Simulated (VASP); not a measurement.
# W3C2 (R-3m) in VASP: notebook

Runs on W3C2. Level: PBE. Tasks: single point, relaxation of cell and atoms.

Program: VASP 6.6.1. These are calculated values, not measurements. Logs are shortened: lines on timing, memory, paths and dates and some standing lists are left out, and cuts for length are marked.

### Step 1. The cell of the first run

Symmetry: R-3m, No. 166, trigonal system. The conventional cell has a = 4.645 Å, b = 4.645 Å, c = 10.844 Å, α = 90.00°, β = 90.00°, γ = 120.00°. Within 2.9 Å of W (site symmetry 3m) lie 4 C at 1.97 to 2.85 Å and 7 W at 2.62 to 2.86 Å. W (site symmetry -3m) has 2 C at 2.14 Å and 6 W at 2.73 Å within 2.8 Å. Within 2.6 Å of C (site symmetry 3m) lie 2 W at 1.97 to 2.14 Å.

The cell was generated, and may not be a known phase.

### Step 2. Single point, PBE

The input, INCAR:

```
SYSTEM = W3C2
ALGO = Normal
EDIFF = 1E-6
ENCUT = 520
GGA = PE
ISIF = 2
ISMEAR = 0
LASPH = .True.
LCHARG = .False.
LREAL = .False.
LWAVE = .False.
NBANDS = 33
NELM = 60
PREC = Accurate
SIGMA = 0.1
```

The input, KPOINTS:

```
k-points
0
Gamma
  6 6 6
  0 0 0
```

The input, POSCAR:

```
W3C2
1.0
    2.3225740313      1.3409387409      3.6147848520
   -2.3225740313      1.3409387409      3.6147848520
    0.0000000000     -2.6818774856      3.6147848506
W C
3 2
Direct
    0.3792848464      0.3792848464      0.3792848464
    0.6207151536      0.6207151536      0.6207151536
    0.0000000000      0.0000000000      0.0000000000
    0.8027956675      0.8027956675      0.8027956675
    0.1972043325      0.1972043325      0.1972043325
```

Potentials or basis: VASP PAW PBE potentials, release 64 (W_sv, C).

The run is started by

```
> cat potpaw_PBE.64/W_sv/POTCAR potpaw_PBE.64/C/POTCAR > POTCAR
> mpirun -np 1 vasp_std > vasp.out
```

OUTCAR:

```text
SYSTEM = W3C2
   EDIFF = 1E-6
   ENCUT = 520
   GGA = PE
   ISIF = 2
   ISMEAR = 0
   LASPH = .True.
   LREAL = .False.
   NELM = 60
   PREC = Accurate

 ion  position               nearest neighbor table
   1  0.379  0.379  0.379-   5 1.97   2 2.62   3 2.73   3 2.73   3 2.73   2 2.86   2 2.86   2 2.86

   2  0.621  0.621  0.621-   4 1.97   1 2.62   3 2.73   3 2.73   3 2.73   1 2.86   1 2.86   1 2.86

   3  0.000  0.000  0.000-   4 2.14   5 2.14   2 2.73   1 2.73   2 2.73   2 2.73   1 2.73   1 2.73

   4  0.803  0.803  0.803-   2 1.97   3 2.14
   5  0.197  0.197  0.197-   1 1.97   3 2.14

  LATTYP: Found a trigonal (rhomboedric) cell.
 ALAT       =     4.5010150371
 COS(alpha) =     0.4674649468

  Lattice vectors:

 A1 = (   2.3225740313,   1.3409387409,   3.6147848520)
 A2 = (  -2.3225740313,   1.3409387409,   3.6147848520)
 A3 = (   0.0000000000,  -2.6818774856,   3.6147848506)

Analysis of symmetry for initial positions (statically):
=====================================================================
 Subroutine PRICEL returns:
 Original cell was already a primitive cell.

 Routine SETGRP: Setting up the symmetry group for a
 trigonal (rhombohedral) supercell.

 Subroutine GETGRP returns: Found 12 space group operations
 (whereof 12 operations were pure point group operations)
 out of a pool of 12 trial point group operations.

The static configuration has the point symmetry D_3d.

Analysis of symmetry for dynamics (positions and initial velocities):
=====================================================================
 Subroutine PRICEL returns:
 Original cell was already a primitive cell.

 Routine SETGRP: Setting up the symmetry group for a
 trigonal (rhombohedral) supercell.

 Subroutine GETGRP returns: Found 12 space group operations
 (whereof 12 operations were pure point group operations)
 out of a pool of 12 trial point group operations.

The dynamic configuration has the point symmetry D_3d.

 Subroutine INISYM returns: Found 12 space group operations
 (whereof 12 operations are pure point group operations),
 and found     1 'primitive' translations

----------------------------------------------------------------------------------------

                                     Primitive cell

  volume of cell :      67.5480

  direct lattice vectors                    reciprocal lattice vectors
     2.322574031  1.340938741  3.614784852     0.215278391  0.124291037  0.092213879
    -2.322574031  1.340938741  3.614784852    -0.215278391  0.124291037  0.092213879
     0.000000000 -2.681877486  3.614784851     0.000000000 -0.248582074  0.092213879

  length of vectors
     4.501015037  4.501015037  4.501015037     0.265134771  0.265134771  0.265134771

  position of ions in fractional coordinates (direct lattice)
     0.379284846  0.379284846  0.379284846
     0.620715154  0.620715154  0.620715154
     0.000000000  0.000000000  0.000000000
     0.802795667  0.802795667  0.802795667
     0.197204333  0.197204333  0.197204333

  ion indices of the primitive-cell ions
   primitive index   ion index
                 1           1
                 2           2
                 3           3
                 4           4
                 5           5

----------------------------------------------------------------------------------------

 KPOINTS: k-points

Automatic generation of k-mesh.
 Grid dimensions read from file:
 generate k-points for:    6    6    6

 Generating k-lattice:

  Cartesian coordinates                     Fractional coordinates (reciprocal lattice)
     0.035879732  0.020715173  0.015368980     0.166666667 -0.000000000  0.000000000
    -0.035879732  0.020715173  0.015368980    -0.000000000  0.166666667  0.000000000
     0.000000000 -0.041430346  0.015368980    -0.000000000 -0.000000000  0.166666667

  Length of vectors
     0.044189129  0.044189129  0.044189129

  Shift w.r.t. Gamma in fractional coordinates (k-lattice)
     0.000000000  0.000000000  0.000000000

 Subroutine IBZKPT returns following result:
 ===========================================

 Found     32 irreducible k-points:

 Following reciprocal coordinates:
            Coordinates               Weight
  0.000000  0.000000  0.000000      1.000000
  0.166667  0.000000  0.000000      6.000000
  0.333333  0.000000  0.000000      6.000000
  0.500000  0.000000 -0.000000      3.000000
  0.166667  0.166667  0.000000      6.000000
  0.333333  0.166667  0.000000     12.000000
[... 16 lines left out ...]
  0.500000  0.500000  0.166667      6.000000
 -0.333333  0.500000  0.166667     12.000000
 [... further k-points ...]
   k-points           NKPTS =     32   k-points in BZ     NKDIM =     32   number of bands    NBANDS=     33
   number of dos      NEDOS =    301   number of ions     NIONS =      5
   total plane-waves  NPLWV =  46656
   dimension x,y,z NGX =    36 NGY =   36 NGZ =   36
   dimension x,y,z NGXF=    72 NGYF=   72 NGZF=   72
[... 35 lines left out ...]
  Fermi-wavevector in a.u.,A,eV,Ry     =   1.480906  2.798506 29.838691  2.193082
  Thomas-Fermi vector in A             =   2.594882
   LORBIT       =      0    0 simple, 1 ext, 2 COOP (PROOUT), +10 PAW based schemes
   GGA     = PE    functional components
   LHFCALC =     F    Hartree Fock is set to
   AEXX    =    0.0000 exact exchange contribution
   IVDW    =     0    specifies the selected vdW correction
   LEPSILON=     F    determine dielectric tensor
   LRPA    =     F    only Hartree local field effects (RPA)
 non-spin polarized calculation
 Gauss-broadening in eV      SIGMA  =   0.10
  energy-cutoff  :      520.00
  volume of cell :       67.55
 maximum number of plane-waves:      1838
 NGX is ok and might be reduce to    36
   NGX = 17   NGY = 17   NGZ = 17

 number of electron      50.0000000 magnetization

 Free energy of the ion-electron system (eV)
  ---------------------------------------------------
  ext. energy  EPLUGINS =         0.00000000
  ---------------------------------------------------
  free energy    TOTEN  =       -50.01198168 eV

  energy without entropy =      -50.00072858  energy(sigma->0) =      -50.00635513

 E-fermi :   9.0821     XC(G=0): -12.7810

 val. band max:        9.0816243471   @ k =   0.5000   0.3333   0.3333
 cond. band min:       9.0827655488   @ k =  -0.1667   0.5000   0.1667
 fundamental gap:      0.0011412017
 Fermi energy:         9.0821247341

 k-point     1 :       0.0000    0.0000    0.0000
  band No.  band energies     occupation
      1     -64.8504      2.00000
      2     -64.7186      2.00000
      3     -64.6816      2.00000
      4     -29.5026      2.00000
      5     -29.3436      2.00000
      6     -29.3436      2.00000
[... 25 lines left out ...]
     32      12.8471      0.00000
     33      13.3106      0.00000

 k-point     2 :       0.1667    0.0000    0.0000
  band No.  band energies     occupation
      1     -64.8405      2.00000
      2     -64.7254      2.00000
      3     -64.6847      2.00000
      4     -29.5144      2.00000
      5     -29.4170      2.00000
      6     -29.3794      2.00000
[... 25 lines left out ...]
     32      12.8096      0.00000
     33      13.1604      0.00000

 k-point     3 :       0.3333    0.0000    0.0000
  band No.  band energies     occupation
      1     -64.8146      2.00000
      2     -64.7458      2.00000
      3     -64.6906      2.00000
      4     -29.5513      2.00000
      5     -29.5078      2.00000
      6     -29.3185      2.00000
[... 25 lines left out ...]
     32      12.7914      0.00000
     33      13.0964      0.00000

 k-point     4 :       0.5000    0.0000   -0.0000
  band No.  band energies     occupation
      1     -64.7885      2.00000
      2     -64.7693      2.00000
      3     -64.6934      2.00000
      4     -29.5684      2.00000
      5     -29.5425      2.00000
      6     -29.1565      2.00000
[... 673 lines left out ...]
     32      12.8921      0.00000
     33      13.3102      0.00000

 k-point    23 :       0.5000    0.5000    0.1667
  band No.  band energies     occupation
      1     -64.8045      2.00000
      2     -64.7405      2.00000
      3     -64.7061      2.00000
      4     -29.5497      2.00000
      5     -29.5289      2.00000
      6     -29.3285      2.00000
[... 25 lines left out ...]
     32      12.5289      0.00000
     33      13.2263      0.00000

 k-point    24 :      -0.3333    0.5000    0.1667
  band No.  band energies     occupation
      1     -64.7910      2.00000
      2     -64.7494      2.00000
      3     -64.7108      2.00000
      4     -29.5953      2.00000
      5     -29.4543      2.00000
      6     -29.3141      2.00000
[... 25 lines left out ...]
     32      12.6993      0.00000
     33      13.2707      0.00000

 [... further k-points ...]

------------------------ aborting loop because EDIFF is reached ----------------------------------------

  FORCE on cell =-STRESS in cart. coord.  units (eV):
  Direction    XX          YY          ZZ          XY          YZ          ZX
  --------------------------------------------------------------------------------------
  -------------------------------------------------------------------------------------
  Total        0.1112736      0.1112736      0.2592832      0.0000000     -0.0000000      0.0000000
  in kB        2.6393098      2.6393098      6.1499671      0.0000000     -0.0000000      0.0000000
  external PRESSURE =       3.8095289 kB  Pullay stress =       0.0000000 kB

 VOLUME and BASIS-vectors are now :
 -----------------------------------------------------------------------------
  energy-cutoff  :      520.00
  volume of cell :       67.55
      direct lattice vectors                 reciprocal lattice vectors
     2.322574031  1.340938741  3.614784852     0.215278391  0.124291037  0.092213879
    -2.322574031  1.340938741  3.614784852    -0.215278391  0.124291037  0.092213879
     0.000000000 -2.681877486  3.614784851     0.000000000 -0.248582074  0.092213879

 POSITION                                       TOTAL-FORCE (eV/Angst)
 -----------------------------------------------------------------------------------
      0.00000     -0.00000      4.11310        -0.000000      0.000000     -0.002986
      0.00000     -0.00000      6.73126        -0.000000     -0.000000      0.002986
      0.00000      0.00000      0.00000         0.000000      0.000000      0.000000
      0.00000     -0.00000      8.70580        -0.000000     -0.000000      0.026803
      0.00000     -0.00000      2.13855        -0.000000      0.000000     -0.026803
 -----------------------------------------------------------------------------------
    total drift:                               -0.000000      0.000000     -0.000000

  FREE ENERGIE OF THE ION-ELECTRON SYSTEM (eV)
  ---------------------------------------------------
  free  energy   TOTEN  =       -50.0119816765 eV

  energy  without entropy=      -50.0007285821  energy(sigma->0) =      -50.00635513
```

It took 40 s on 1 thread of Intel Xeon 6975P-C (Granite Rapids), shared host; peak memory 0.22 GiB.

Results:

| Property | Result |
| --- | --- |
| Free energy | -50.0120 eV |
| Pressure | 0.4 GPa |
| Largest force | 0.027 eV/Å |
| Band gap on the k mesh | zero (bands 25 and 26 overlap by 0.75 eV) |

Forces on the atoms (eV/Å):
```
W    0.000  0.000 -0.003
W    0.000  0.000  0.003
W    0.000  0.000  0.000
C    0.000  0.000  0.027
C    0.000  0.000 -0.027
```

Levels at points of the mesh, in eV from the Fermi level:
```tsv
k point	band 21	band 22	band 23	band 24	band 25	band 26	band 27	band 28	band 29	band 30
(0.00, 0.00, 0.00)	-2.70	-1.13	-1.13	-0.70	-0.70	1.00	1.00	1.72	3.10	3.10
(0.50, 0.00, 0.00)	-2.78	-2.19	-0.87	-0.68	-0.14	0.06	1.35	2.05	2.34	2.42
(0.50, 0.50, 0.00)	-1.89	-1.87	-1.62	-1.12	-0.81	-0.51	0.67	1.41	1.69	2.66
(0.50, 0.50, 0.50)	-3.09	-2.39	-2.39	0.11	0.11	1.38	1.38	1.65	1.65	2.34
```

Caveat: spin-orbit coupling is left out, which moves the levels of the heavy elements.

### Step 3. Single point, PBE

This run uses another cell than the first one, of 16.76 Å³/atom.

The input, INCAR:

```
PREC = Accurate ; ENCUT = 520
EDIFF = 1E-6 ; ISMEAR = 0
SIGMA = 0.1 ; LREAL = False
LASPH = True ; NELM = 60
ALGO = Normal ; ISIF = 2
LWAVE = False ; LCHARG = False
GGA = PE ; NBANDS = 33
```

The input, KPOINTS:

```
Automatic mesh
0
Gamma
  6 6 6
```

The input, POSCAR:

```
W3C2
1.0
    2.2509756100      1.2996013700      4.7751417600
   -2.2509756100      1.2996013700      4.7751417600
    0.0000000000     -2.5992027500      4.7751417600
W C
3 2
Direct
    0.4050000000      0.4050000000      0.4050000000
    0.5950000000      0.5950000000      0.5950000000
    0.0000000000      0.0000000000      0.0000000000
    0.8012999900      0.8012999900      0.8012999900
    0.1987000100      0.1987000100      0.1987000100
```

Potentials or basis: VASP PAW PBE potentials, release 64 (W_sv, C).

The run is started by

```
> cat potpaw_PBE.64/W_sv/POTCAR potpaw_PBE.64/C/POTCAR > POTCAR
> mpirun -np 1 vasp_std > vasp.out
```

It took 87 s on 1 thread of Intel Xeon 6975P-C (Granite Rapids), shared host; peak memory 0.26 GiB.

It converged, with:

- Free energy: -44.7167 eV
- Pressure: -35.1 GPa
- Largest force: 0.210 eV/Å
- Band gap on the k mesh: zero (bands 25 and 26 overlap by 0.39 eV)

Forces on the atoms (eV/Å):
```
W    0.000  0.000  0.169
W    0.000  0.000 -0.169
W    0.000  0.000  0.000
C    0.000  0.000 -0.210
C    0.000  0.000  0.210
```

Stress tensor (GPa, compression positive):
```
-33.42   0.00   0.00
  0.00 -33.42   0.00
  0.00   0.00 -38.47
```

Levels at points of the mesh, in eV from the Fermi level:
```tsv
k point	band 23	band 24	band 25	band 26	band 27	band 28
(0.00, 0.00, 0.00)	-1.22	-0.55	0.02	0.02	0.77	0.77
(0.50, 0.00, 0.00)	-0.73	-0.22	0.19	0.39	0.87	0.89
(0.50, 0.50, 0.00)	-1.15	-0.66	-0.24	0.21	0.66	1.24
(0.50, 0.50, 0.50)	-1.00	-0.96	-0.96	0.96	1.51	1.51
```

Caveat: the stress differs along the axes, from -38 to -33 GPa; spin-orbit coupling is left out, which moves the levels of the heavy elements.

### Step 4. Relaxation of cell and atoms, PBE

This run uses another cell than the first one, of 16.76 Å³/atom.

The input, INCAR:

```
PREC = Accurate
ENCUT = 600
EDIFF = 1E-6
ISMEAR = 0
SIGMA = 0.1
LREAL = False
LASPH = True
NELM = 80
ALGO = Normal
ISIF = 3
LWAVE = False
LCHARG = False
GGA = PE
IBRION = 2
NSW = 90
EDIFFG = -0.04
```

KPOINTS is that of step 3.

POSCAR is that of step 3.

The run is started by

```
> cat potpaw_PBE.64/W_sv/POTCAR potpaw_PBE.64/C/POTCAR > POTCAR
> mpirun -np 1 vasp_std > vasp.out
```

Run time: 44 min. Hardware: 1 thread of Intel Xeon 6975P-C (Granite Rapids), shared host; peak memory 0.46 GiB.

Results (log left out):

```yaml
Free_energy: -50.0198 eV
Relaxed_volume: 13.54 Å³/atom
Relaxed_cell: a = 4.504 Å, b = 4.504 Å, c = 4.504 Å, α = 62.12°, β = 62.12°, γ = 62.12°
Space_group_after_relaxing_to_0.1_Å: R-3m (No. 166)
Pressure_after_relaxing: 0.0 GPa
Largest_force_after_relaxing: 0.021 eV/Å
Band_gap_on_the_k_mesh: zero (bands 25 and 26 overlap by 0.75 eV)
```

Forces on the atoms (eV/Å):
```
W    0.000  0.000 -0.021
W    0.000  0.000  0.021
W    0.000  0.000  0.000
C    0.000  0.000 -0.010
C    0.000  0.000  0.010
```

Final structure:
```xyz
5
Lattice="2.3238 1.3417 3.6179 -2.3238 1.3417 3.6179 0.0000 -2.6833 3.6179" Properties=species:S:1:pos:R:3 pbc="T T T"
W     0.0000    0.0000    4.1153
W     0.0000    0.0000    6.7383
W     0.0000    0.0000    0.0000
C     0.0000    0.0000    8.7147
C     0.0000    0.0000    2.1389
```

Levels at points of the mesh, in eV from the Fermi level:
```csv
k point,band 23,band 24,band 25,band 26,band 27,band 28
"(0.00, 0.00, 0.00)",-1.13,-0.70,-0.70,0.99,0.99,1.71
"(0.50, 0.00, 0.00)",-0.87,-0.69,-0.13,0.06,1.35,2.04
"(0.50, 0.50, 0.00)",-1.62,-1.12,-0.82,-0.50,0.67,1.40
"(0.50, 0.50, 0.50)",-2.39,0.12,0.12,1.37,1.37,1.65
```

Caveat: the volume moved by over 15 % at a fixed basis, so the end points are rough; spin-orbit coupling is left out, which moves the levels of the heavy elements.

### Step 5. Single point, PBE

The input, INCAR:

```
PREC     = Accurate       # precision mode
ENCUT    = 520            # plane-wave cutoff, eV
EDIFF    = 1E-7           # SCF threshold, eV
ISMEAR   = 0              # smearing method
SIGMA    = 0.1            # smearing width, eV
LREAL    = False          # projectors in reciprocal space
LASPH    = True           # aspherical terms in the spheres
NELM     = 60             # most SCF steps
ALGO     = Normal         # electronic algorithm
ISIF     = 2              # what is computed and relaxed
LWAVE    = False          # write WAVECAR
LCHARG   = False          # write CHGCAR
GGA      = PE             # functional
NBANDS   = 33             # bands
```

The input, KPOINTS:

```
Automatic mesh
0
Gamma
  12 12 12
```

The input, POSCAR:

```
W3C2
1.0
    2.3228994882      1.3411266448      3.6125407377
   -2.3228994882      1.3411266448      3.6125407377
    0.0000000000     -2.6822532896      3.6125407377
W C
3 2
Direct
    0.3794803594      0.3794803594      0.3794803594
    0.6205196406      0.6205196406      0.6205196406
    0.0000000000      0.0000000000      0.0000000000
    0.8027754867      0.8027754867      0.8027754867
    0.1972245133      0.1972245133      0.1972245133
```

The run is started by

```
> cat potpaw_PBE.64/W_sv/POTCAR potpaw_PBE.64/C/POTCAR > POTCAR
> mpirun -np 1 vasp_std > vasp.out
```

It took 4.2 min on 1 thread of Intel Xeon 6975P-C (Granite Rapids), shared host; peak memory 0.44 GiB.

Results (log left out):

* Free energy: -50.0088 eV
* Pressure: 0.5 GPa
* Largest force: 0.023 eV/Å
* Band gap on the k mesh: zero (bands 25 and 26 overlap by 0.87 eV)

Forces on the atoms (eV/Å):
```
W    0.000  0.000 -0.005
W    0.000  0.000  0.005
W    0.000  0.000  0.000
C    0.000  0.000  0.023
C    0.000  0.000 -0.023
```

Stress tensor (GPa, compression positive):
```
0.33 0.00 0.00
0.00 0.33 0.00
0.00 0.00 0.92
```

Levels at points of the mesh, in eV from the Fermi level:
```tsv
k point	band 23	band 24	band 25	band 26	band 27	band 28
(0.00, 0.00, 0.00)	-1.13	-0.69	-0.69	1.01	1.01	1.73
(0.50, 0.00, 0.00)	-0.87	-0.66	-0.12	0.06	1.35	2.05
(0.50, 0.50, 0.00)	-1.61	-1.11	-0.80	-0.50	0.68	1.41
(0.50, 0.50, 0.50)	-2.39	0.12	0.12	1.40	1.40	1.65
```

Caveat: spin-orbit coupling is left out, which moves the levels of the heavy elements.

### Step 6. Overview

| task | cell | k mesh | cutoff (eV) | gap on the mesh (eV) | pressure (GPa) | largest force (eV/Å) |
| --- | --- | --- | --- | --- | --- | --- |
| single point | a = 4.501 Å, angles 62.1°, 5 atoms, atomic positions A | 6 × 6 × 6 | 520 | none | 0.4 | 0.03 |
| single point | a = 5.437 Å, angles 48.9°, 5 atoms, atomic positions B | 6 × 6 × 6 | 520 | none | -35.1 | 0.21 |
| relaxation of cell and atoms | relaxed from a = 5.437 Å, angles 48.9°, 5 atoms, atomic positions B | 6 × 6 × 6 | 600 | none | 0.0 | 0.02 |
| single point | a = 4.499 Å, angles 62.2°, 5 atoms, atomic positions C | 12 × 12 × 12 | 520 | none | 0.5 | 0.02 |

Alike in all rows: level PBE; potentials or basis VASP PAW PBE potentials, release 64 (W_sv, C); no spin polarisation; smearing gaussian 0.1 eV.

Caveats: spin-orbit coupling is left out, which moves the levels of the heavy elements; the stress differs along the axes, from -38 to -33 GPa (at least some runs); the volume moved by over 15 % at a fixed basis, so the end points are rough (at least some runs).

Total energies depend on the potentials used, so only differences within one code and one set of settings carry meaning.

The gap in the log of VASP goes by the Fermi energy; the results here count the filled bands.